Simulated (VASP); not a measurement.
**TlRuS3: single point with PBE**

Crystal: TlRuS3.

```
Tl Ru S
1.0
     6.72301    0.00000    0.00000
    -3.36150    5.82229    0.00000
     0.00000    0.00000    5.68918
Tl Ru S
2 2 6
Direct
  0.33333 0.66667 0.75000
  0.66667 0.33333 0.25000
  0.00000 0.00000 0.00000
  0.00000 0.00000 0.50000
  0.83806 0.67612 0.75000
  0.32388 0.16194 0.75000
  0.83806 0.16194 0.75000
  0.16194 0.32388 0.25000
  0.67612 0.83806 0.25000
  0.16194 0.83806 0.25000
```

```yaml
Program: VASP 6.6.1
Task: single point
Functional: PBE
Potentials_or_basis: VASP PAW PBE potentials, release 64 (Tl_d, Ru_pv, S)
Cutoff: 520 eV
k_mesh: 6 × 6 × 8
Occupations: gaussian, width 0.1 eV
Spin: no spin polarisation
Dipole_correction: no
Further_INCAR_settings: ALGO = Normal; EDIFF = 1e-07; NBANDS = 56
```

```
Pressure               : -0.2 GPa
Largest force          : 0.031 eV/Å
Band gap on the k mesh : zero (bands 45 and 46 overlap by 0.77 eV)
```

Forces on the atoms (eV/Å):
```
Tl   0.000  0.000  0.000
Tl   0.000  0.000  0.000
Ru   0.000  0.000  0.000
Ru   0.000  0.000  0.000
S    0.000  0.031  0.000
S   -0.026 -0.015  0.000
S    0.026 -0.015  0.000
S    0.000 -0.031  0.000
S    0.026  0.015  0.000
S   -0.026  0.015  0.000
```

Levels at points of the mesh, in eV from the Fermi level:
| k point | band 43 | band 44 | band 45 | band 46 | band 47 | band 48 |
| --- | --- | --- | --- | --- | --- | --- |
| (0.00, 0.00, 0.00) | -0.60 | -0.60 | -0.52 | -0.52 | 0.20 | 0.49 |
| (0.50, 0.00, 0.00) | -0.54 | -0.33 | -0.24 | 0.47 | 0.60 | 0.73 |
| (0.00, 0.00, 0.50) | -0.32 | -0.32 | -0.32 | -0.32 | -0.29 | -0.29 |
| (0.50, 0.00, 0.50) | 0.01 | 0.01 | 0.14 | 0.14 | 0.25 | 0.25 |

It took 5.6 min on 1 thread of Intel(R) Xeon(R) Platinum 8488C (Sapphire Rapids), on a shared host, peak memory 0.54 GiB.

Caveat: spin-orbit coupling is left out, which moves the levels of the heavy elements.
